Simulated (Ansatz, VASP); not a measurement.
Sn2As3: VASP beside Ansatz

Contents of INCAR:

```
ALGO     = Normal         # electronic algorithm
EDIFF    = 1E-6           # SCF threshold, eV
EDIFFG   = -0.04          # ionic threshold
ENCUT    = 600            # plane-wave cutoff, eV
GGA      = PE             # functional
IBRION   = 2              # ionic algorithm
ISIF     = 3              # what is computed and relaxed
ISMEAR   = 0              # smearing method
LASPH    = T              # aspherical terms in the spheres
LCHARG   = F              # write CHGCAR
LREAL    = F              # projectors in reciprocal space
LWAVE    = F              # write WAVECAR
NELM     = 100            # most SCF steps
NSW      = 90             # ionic steps
PREC     = Accurate       # precision mode
SIGMA    = 0.1            # smearing width, eV
```

KPOINTS

```
k-points
0
Gamma
  4 4 4
```

File POSCAR:

```
Sn2As3
1.0
    5.5050515614      0.0000000000      0.0000000000
    0.0000000000      3.5615442564      3.3416188407
    0.0000000000     -3.5615442564      3.3416188407
Sn As
2 3
Direct
    0.0000000000      0.4437143141      0.4437143141
    0.5000000000      0.7500000000      0.7500000000
    0.5000000000      0.2437167568      0.7562832432
    0.5000000000      0.7562832432      0.2437167568
    0.5000000000      0.2660759866      0.2660759866
```

Input for Ansatz:

```yaml
crystal:
  lattice:
    - [5.5050515614, 0.0, 0.0]
    - [0.0, 3.5615442564, 3.3416188407]
    - [0.0, -3.5615442564, 3.3416188407]
  atoms:
    - { symbol: Sn, position: [0.0, 0.4437143141, 0.4437143141] }
    - { symbol: Sn, position: [0.5, 0.75, 0.75] }
    - { symbol: As, position: [0.5, 0.2437167568, 0.7562832432] }
    - { symbol: As, position: [0.5, 0.7562832432, 0.2437167568] }
    - { symbol: As, position: [0.5, 0.2660759866, 0.2660759866] }
basis:
  ecutwfc: 420
kpoints:
  mp_grid: { grid: [4, 4, 4] }
hamiltonian:
  xc: pbe
scf:
  occupations: { method: gaussian, width: 0.1 }
  lower_state_search: "off"
output:
  forces: true
  stress: true
  eigenvalues: true
relax:
  adjacent_minimum: "off"
  f_tol: 0.04
  max_steps: 70
  cell: { stress_tol: 0.4 }
```

Alike in both runs: task relaxation of cell and atoms; functional PBE; k mesh 4 × 4 × 4; occupations gaussian, width 0.1 eV; no spin polarisation.

|  | VASP | Ansatz |
| --- | --- | --- |
| version | VASP 6.6.1 | Ansatz 0.2.0 |
| potentials or method | VASP PAW PBE potentials, release 64 (Sn_d, As), cutoff 600 eV | scalar-relativistic, plane waves, PAW |
| valence electrons in the cell | 43 | 73 |

|  | VASP | Ansatz | Ansatz less VASP |
| --- | --- | --- | --- |
| gap on the k mesh at the Fermi level, each at its own relaxed structure (eV) | none | none | - |
| relaxed volume (Å³/atom) | 32.78 | 32.76 | -0.019 |
| relaxed cell length with the largest relative difference (Å) | 5.029 | 5.024 | -0.0053 |

A gap of «none» marks a metal or a gap that the smearing closes. VASP's potentials hold 43 valence electrons a cell and Ansatz's 73, so a difference there can come from the potentials and not from the codes.

Noted on VASP's run: the volume moved by over 15 % at a fixed basis, so the end points are rough.
